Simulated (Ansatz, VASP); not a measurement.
## Ge: VASP beside Ansatz

POSCAR

```
Ge
1.0
    0.0000000000      2.7213784961      2.7213784961
    2.7213784961      0.0000000000      2.7213784961
    2.7213784961      2.7213784961      0.0000000000
Ge
2
Direct
    0.5000000000      0.5000000000      0.5000000000
    0.7500000000      0.7500000000      0.7500000000
```

File INCAR.step1:

```
PREC = Accurate
ENCUT = 550
ISMEAR = 0
SIGMA = 0.02
LREAL = F
LASPH = T
NELM = 120
NBANDS = 21
GGA = PE
ALGO = Normal
EDIFF = 1E-5
LWAVE = T
LCHARG = F
GGA_COMPAT = F
```

Contents of INCAR.step2:

```
PREC = Accurate
ENCUT = 550
EDIFF = 1E-6
ISMEAR = 0
SIGMA = 0.02
LREAL = F
LASPH = T
NELM = 120
ALGO = Normal
ISIF = 2
LWAVE = F
LCHARG = F
METAGGA = R2SCAN
LMIXTAU = T
NBANDS = 21
ISTART = 1
GGA_COMPAT = F
```

KPOINTS

```
regular mesh
0
Gamma
  12 12 12
```

Input for Ansatz:

```yaml
crystal:
  lattice:
    - [0.0, 2.7213784961, 2.7213784961]
    - [2.7213784961, 0.0, 2.7213784961]
    - [2.7213784961, 2.7213784961, 0.0]
  atoms:
    - { symbol: Ge, position: [0.5, 0.5, 0.5] }
    - { symbol: Ge, position: [0.75, 0.75, 0.75] }
basis:
  ecutwfc: 500
kpoints:
  mp_grid: { grid: [12, 12, 12] }
  band_path: { path: [VBM, CBM], npoints: 2 }
hamiltonian:
  xc: r2scan
scf:
  occupations: { method: gaussian, width: 0.02 }
output:
  forces: true
  stress: true
  eigenvalues: true
checkpoint:
  read: start.run
  write: ck
  compress: false
  write_wavefunctions: false
  write_every: 100000
```

Alike in both runs: task single point; functional r2SCAN; k mesh 12 × 12 × 12; occupations gaussian, width 0.02 eV; no spin polarisation.

|  | VASP | Ansatz |
| --- | --- | --- |
| version | VASP 6.6.1 | Ansatz 0.2.0 |
| potentials or method | VASP PAW PBE potentials, release 64 (Ge_d), cutoff 550 eV | scalar-relativistic, plane waves, PAW |
| valence electrons in the cell | 28 | 28 |

Ansatz gave:

* gap on the k mesh at the Fermi level (eV): 0.61
* least direct gap on the mesh (eV): 1.62
* pressure (GPa): 12.0

Question: What did VASP give for the same quantities?

Answer: gap on the k mesh at the Fermi level (eV): 0.60; least direct gap on the mesh (eV): 1.57; pressure (GPa): 12.2.

VASP's potentials were made for PBE, not for r2SCAN. The functional is the same, so the differences come from potentials, cutoffs and numerics.
